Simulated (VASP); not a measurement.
Runs of VASP 6.6.1 on CuPd2F. The structure is that of space group I4/mmm (No. 139), or close to it. The cells are those of the table. The cell was generated, and may not be a known phase.

```csv
task,spin,cell,k mesh,cutoff (eV),gap on the mesh (eV),pressure (GPa),moment (μB)
relaxation of cell and atoms,collinear,"relaxed from a = 4.092 Å, angles 108.2, 108.2, 112.1°, 4 atoms",6 × 6 × 6,600,none,0.0,0.00
single point,off,"a = 4.333 Å, angles 111.9, 111.9, 104.7°, 4 atoms",14 × 14 × 14,520,none,-0.2,-
single point,collinear,"a = 4.092 Å, angles 108.2, 108.2, 112.1°, 4 atoms",6 × 6 × 6,520,none,(a),0.00
single point,collinear,"a = 4.332 Å, angles 111.9, 111.9, 104.7°, 4 atoms",6 × 6 × 6,520,none,-0.1,0.00
```

Alike in all rows: level PBE; potentials or basis VASP PAW PBE potentials, release 64 (Cu, Pd, F); smearing gaussian 0.1 eV.

Problem. Estimate the missing entries.

Solution. (a) 27.6.

Caveats: the stress differs along the axes, from 15 to 53 GPa (at least some runs).

A k mesh can miss the band edges, and the runs leave out spin-orbit coupling on Pd.

A gap of «none» marks levels without a gap at the run's occupations.
